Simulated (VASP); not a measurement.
Set up this calculation in VASP 6.6.1, as the native input.

```yaml
Task: single point
Functional: PBE
Potentials_or_basis: VASP PAW PBE potentials, release 64 (B, N, H)
Cutoff: 520 eV
k_mesh: 1 × 1 × 6
Occupations: gaussian, width 0.05 eV
Spin: no spin polarisation
Dipole_correction: no
Further_INCAR_settings: LREAL = Auto; ALGO = Normal; EDIFF = 1e-06; NBANDS = 54
```

The structure of BH3N lies in POSCAR:

```
BH3N
1.0
   14.0000000000      0.0000000000      0.0000000000
    0.0000000000     13.8000000000      0.0000000000
    0.0000000000      0.0000000000      6.4429468951
B N H
6 6 18
Direct
    0.5489851755      0.4983983504      0.0018380505
    0.4418515544      0.5024292106      0.3351665457
    0.3842284367      0.4032164789     -0.0018780818
    0.6055198976      0.4052989633      0.3314813091
    0.4931204835      0.5986274897      0.6647936112
    0.4919724506      0.4062907273      0.6685018507
    0.5459343519      0.4951143287      0.2462962709
    0.4461913414      0.5013882758      0.5796256438
    0.3853109666      0.4124337184      0.2461128081
    0.5970817629      0.4016373522      0.5794616906
    0.5003957964      0.5930572304      0.9127862807
    0.4907114099      0.4106189222      0.9129625439
    0.6320053538      0.4979987071      0.9441733052
    0.5811602544      0.5555785010      0.2984942508
    0.4007202687      0.5755817584      0.2775075400
    0.3769631874      0.5021394740      0.6318283803
    0.3363303934      0.4708766807      0.9334219691
    0.3495647125      0.3256055440      0.9502236263
    0.5717744600      0.3293611624      0.2667483042
    0.6891206681      0.4136919732      0.2836528453
    0.4442359126      0.6679113942      0.6168582034
    0.5748501401      0.6068664608      0.6001705836
    0.4111731770      0.3500506815      0.3124405138
    0.3154277993      0.4163358884      0.2916872381
    0.6287039903      0.3383067572      0.6250994963
    0.6373571848      0.4555813386      0.6458111571
    0.5385991304      0.6525282183      0.9584744079
    0.4341818161      0.6014485556      0.9790265467
    0.4501173071      0.3335631519      0.6108372576
    0.5246846839      0.3494221808      0.9651618513
```

The input as run:

INCAR

```
PREC     = Accurate       # precision mode
ENCUT    = 520            # plane-wave cutoff, eV
EDIFF    = 1E-6           # SCF threshold, eV
ISMEAR   = 0              # smearing method
SIGMA    = 0.05           # smearing width, eV
LREAL    = Auto         
LASPH    = True           # aspherical terms in the spheres
NELM     = 80             # most SCF steps
ALGO     = Normal         # electronic algorithm
ISIF     = 2              # what is computed and relaxed
LWAVE    = False          # write WAVECAR
LCHARG   = True           # write CHGCAR
GGA      = PE             # functional
LELF     = True           # ELF
LVHAR    = True         
NBANDS   = 54             # bands
```

KPOINTS

```
Automatic mesh
0
Gamma
  1 1 6
```

Potentials or basis: VASP PAW PBE potentials, release 64 (B, N, H).

Run with:

```sh
$ cat potpaw_PBE.64/B/POTCAR potpaw_PBE.64/N/POTCAR potpaw_PBE.64/H/POTCAR > POTCAR
$ mpirun -np 1 vasp_std > vasp.out
```

It gave:

| Property | Result |
| --- | --- |
| Largest force | 0.024 eV/Å |
| Band gap on the k mesh | 5.44 eV (least direct gap 5.56 eV) |

Wall time 25 min on 1 thread of Intel Xeon 8259CL, with other jobs on the host, peak memory 1.1 GiB.
